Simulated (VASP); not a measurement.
**PbS: single point with PBE**

Crystal: PbS.

```
CELL_PARAMETERS angstrom
0.00000 2.87605 2.96500
2.87605 0.00000 2.96500
2.87605 2.87605 0.00000
ATOMIC_POSITIONS crystal
Pb 0.00000 0.00000 0.00000
S 0.50000 0.50000 0.50000
```

This cell differs from its parent crystal: equal xx and yy strain of -3 %.

```yaml
Program: VASP 6.6.1
Task: single point
Functional: PBE
Potentials_or_basis: VASP PAW PBE potentials, release 64 (Pb_d, S)
Cutoff: 520 eV
k_mesh: 8 × 8 × 8
Occupations: fermi-dirac, width 0.01 eV
Spin: no spin polarisation
```

```json
{
  "Pressure": "6.7 GPa",
  "Band gap on the k mesh": "0.09 eV, direct"
}
```

Stress tensor (GPa, compression positive):
```
8.34 0.00 0.00
0.00 8.34 0.00
0.00 0.00 3.34
```

Levels at points of the mesh, in eV from the valence-band top:
```csv
k point,band 6,band 7,band 8,band 9,band 10,band 11,band 12,band 13,band 14,band 15
"(0.00, 0.00, 0.00)",-14.29,-6.01,-2.68,-2.68,-2.44,4.82,5.55,5.55,6.34,6.53
"(0.50, 0.00, 0.00)",-12.89,-9.35,-2.19,-2.11,0.00,0.09,1.63,1.81,8.63,9.82
"(0.50, 0.50, 0.00)",-12.47,-7.27,-5.82,-3.92,-3.92,3.57,5.45,5.95,5.95,11.16
"(0.50, 0.00, 0.50)",-12.26,-7.46,-5.87,-4.15,-3.83,3.44,5.42,5.80,6.11,11.01
```

It took 44 s on 1 thread of AMD EPYC 7R43 64-Core Processor (Zen 3) (shared host), peak memory 0.17 GiB.

Caveat: the cell differs from its parent crystal (equal xx and yy strain of -3 %); spin-orbit coupling is left out, which moves the levels of the heavy elements. A k mesh can miss the band edges.
